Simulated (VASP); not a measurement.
Write the native input for VASP 6.6.1 that does the following.

```
Task                   : single point
Functional             : PBEsol
Potentials or basis    : VASP PAW PBE potentials, release 64 (Si)
Cutoff                 : 520 eV
k mesh                 : 9 × 9 × 6
Occupations            : gaussian, width 0.01 eV
Spin                   : non-collinear spin, zero start, spin-orbit coupling
Starting moments       : [[0.0, 0.0, 0.0], [0.0, 0.0, 0.0], [0.0, 0.0, 0.0], [0.0, 0.0, 0.0]] μB
Dipole correction      : no
Further INCAR settings : ALGO = Normal; EDIFF = 1e-06; NBANDS = 30
```

The structure of Si lies in POSCAR:

```
Si
1.0
    3.8200000000      0.0000000000      0.0000000000
   -1.9100000000      3.3082170425      0.0000000000
    0.0000000000      0.0000000000      6.3200000000
Si
4
Direct
    0.3333333333      0.6666666667      0.0000518342
    0.6666666667      0.3333333333      0.5000518342
    0.3333333333      0.6666666667      0.3739481658
    0.6666666667      0.3333333333      0.8739481658
```

This isn't the form of Si at room conditions, which is diamond.

The input as run:

INCAR

```
PREC = Accurate
ENCUT = 520
EDIFF = 1E-6
ISMEAR = 0
SIGMA = 0.01
LREAL = False
LASPH = True
NELM = 150
ALGO = Normal
ISIF = 2
LWAVE = False
LCHARG = True
MAGMOM = 0 0 0 0 0 0 0 0 0 0 0 0
LORBIT = 11
LSORBIT = True
GGA_COMPAT = False
LORBMOM = True
GGA = PS
LVHAR = True
NBANDS = 30
```

KPOINTS

```
regular mesh
0
Gamma
  9 9 6
```

Potentials or basis: VASP PAW PBE potentials, release 64 (Si).

Launch:

```sh
$ cat potpaw_PBE.64/Si/POTCAR > POTCAR
$ mpirun -np 1 vasp_ncl > vasp.out
```

It gave:

* Pressure: 0.4 GPa
* Net moment: 0.00 μB per cell
* Valence electrons inside the program's atomic spheres: Si 1.69

Caveat: the PAW data sets were made with another functional, which shifts forces and pressure a little.

It took 2.8 min on 1 thread of Intel(R) Xeon(R) Platinum 8259CL CPU @ 2.50GHz (Skylake/Cascade Lake) (shared host), peak memory 0.41 GiB.
